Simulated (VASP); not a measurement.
Ni:

```
Ni
1.0
     0.00000    1.76795    1.76795
     1.76795    0.00000    1.76795
     1.76795    1.76795    0.00000
Ni
1
Direct
  0.00000 0.00000 0.00000
```

Program: VASP 6.6.1. Alike in all runs: task single point; potentials or basis VASP PAW PBE potentials, release 64 (Ni); spin collinear, ferromagnetic start; cell as given; cutoff (eV) 600.

Task: Order these runs on this cell by their pressure, lowest first.
A. level PBE+U; U Ni d U = 1.0 eV; k mesh 3 × 3 × 3; smearing methfessel-paxton 0.24 eV
B. level PBE; k mesh 4 × 4 × 4; smearing tetrahedron
C. level PBE; k mesh 2 × 2 × 2, shifted; smearing gaussian 0.1 eV
D. level PBE; k mesh 4 × 4 × 4; smearing gaussian 0.1 eV

Result: C (-17.3 GPa), D (-7.1 GPa), B (-5.0 GPa), A (4.5 GPa).

Caveats: all runs use coarse meshes; the U is typed as a test and isn't derived for this compound (some runs); tetrahedron occupations give inexact forces and stress in metals (some runs).
